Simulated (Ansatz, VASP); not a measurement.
## Two plane-wave programs on InAs

POSCAR

```
InAs
1.0
    0.0000000000      2.8000000000      2.8000000000
    2.8000000000      0.0000000000      2.8000000000
    2.8000000000      2.8000000000      0.0000000000
In As
1 1
Direct
    0.0000000000      0.0000000000      0.0000000000
    0.5000000000      0.5000000000      0.5000000000
```

INCAR.step1

```
SYSTEM = InAs
PREC     = Accurate       ! precision mode
ENCUT    = 520            ! plane-wave cutoff, eV
EDIFF    = 1E-5           ! SCF threshold, eV
ISMEAR   = 0              ! smearing method
SIGMA    = 0.05           ! smearing width, eV
LREAL    = .False.        ! projectors in reciprocal space
LASPH    = .True.         ! aspherical terms in the spheres
NELM     = 100            ! most SCF steps
ALGO     = Normal         ! electronic algorithm
ISIF     = 2              ! what is computed and relaxed
LWAVE    = .True.         ! write WAVECAR
LCHARG   = .False.        ! write CHGCAR
NBANDS   = 16             ! bands
GGA      = PE             ! functional
```

Contents of INCAR.step2:

```
SYSTEM = InAs
PREC     = Accurate       ! precision mode
ENCUT    = 520            ! plane-wave cutoff, eV
EDIFF    = 1E-7           ! SCF threshold, eV
ISMEAR   = 0              ! smearing method
SIGMA    = 0.05           ! smearing width, eV
LREAL    = .False.        ! projectors in reciprocal space
LASPH    = .True.         ! aspherical terms in the spheres
NELM     = 100            ! most SCF steps
ALGO     = Normal         ! electronic algorithm
ISIF     = 2              ! what is computed and relaxed
LWAVE    = .False.        ! write WAVECAR
LCHARG   = .False.        ! write CHGCAR
GGA      = PE             ! functional
LHFCALC  = .True.         ! exact exchange
HFSCREEN = 0.2079         ! screening, 1/A
PRECFOCK = Normal       
NBANDS   = 16             ! bands
ISTART   = 1
```

The input KPOINTS:

```
regular mesh
0
Gamma
  6 6 6
  0 0 0
```

Input for Ansatz:

```yaml
crystal:
  lattice:
    - [0.0, 2.8, 2.8]
    - [2.8, 0.0, 2.8]
    - [2.8, 2.8, 0.0]
  atoms:
    - { symbol: In, position: [0.0, 0.0, 0.0] }
    - { symbol: As, position: [0.5, 0.5, 0.5] }
basis:
  ecutwfc: 420
kpoints:
  mp_grid: { grid: [6, 6, 6] }
hamiltonian:
  xc: hse06
scf:
  occupations: { method: gaussian, width: 0.05 }
output:
  forces: true
  stress: true
  eigenvalues: true
```

Alike in both runs: task single point; functional HSE06; k mesh 6 × 6 × 6; occupations gaussian, width 0.05 eV; no spin polarisation.

|  | VASP | Ansatz |
| --- | --- | --- |
| version | VASP 6.6.1 | Ansatz 0.2.0 |
| potentials or method | VASP PAW PBE potentials, release 64 (In_d, As), cutoff 520 eV | scalar-relativistic, plane waves, PAW |
| valence electrons in the cell | 18 | 28 |

Ansatz gave:

```
gap on the k mesh at the Fermi level (eV) : none
pressure (GPa)                            : 3.4
```

Which values does VASP return?

gap on the k mesh at the Fermi level (eV): none; pressure (GPa): 3.2.

A gap of «none» marks a metal or a gap that the smearing closes. VASP's potentials hold 18 valence electrons a cell and Ansatz's 28, so a difference there can come from the potentials and not from the codes. Ansatz's warnings: filled band counts differ across k points, stress exchange threshold loose, stress scf threshold loose.
